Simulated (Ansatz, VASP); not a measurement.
One calculation of Si3AsF, two programs

```
Si As F
1.0
     4.13608    0.00000    0.00000
    -2.06804    3.58195    0.00000
     0.00000    0.00000    5.57635
Si As F
3 1 1
Direct
  0.66667 0.33333 0.22319
  0.66667 0.33333 0.77681
  0.00000 0.00000 0.00000
  0.00000 0.00000 0.50000
  0.33333 0.66667 0.00000
```

Change from the starting cell: species swapped into the GaFe3As type (P-6m2, No. 187).

Alike in both runs: functional PBE; k mesh 6 × 6 × 4; occupations gaussian, width 0.1 eV; no spin polarisation.

Ansatz relaxed the structure, and its values are those at the end. VASP's run is a single point on that final structure, the one shown.

|  | VASP | Ansatz |
| --- | --- | --- |
| version | VASP 6.6.1 | Ansatz 0.2.0 |
| potentials or method | VASP PAW PBE potentials, release 64 (Si, As, F), cutoff 520 eV | scalar-relativistic, plane waves, PAW |
| valence electrons in the cell | 24 | 34 |

Ansatz gave:

```
gap on the k mesh at the Fermi level (eV) : none
pressure (GPa)                            : 0.1
rms of the force components (eV/Å)        : 0.001
```

Problem. Which values does VASP return?

Solution. gap on the k mesh at the Fermi level (eV): none; pressure (GPa): 0.1; rms of the force components (eV/Å): 0.003.

A gap of «none» marks a metal or a gap that the smearing closes. VASP's potentials hold 24 valence electrons a cell and Ansatz's 34, so a difference there can come from the potentials and not from the codes.
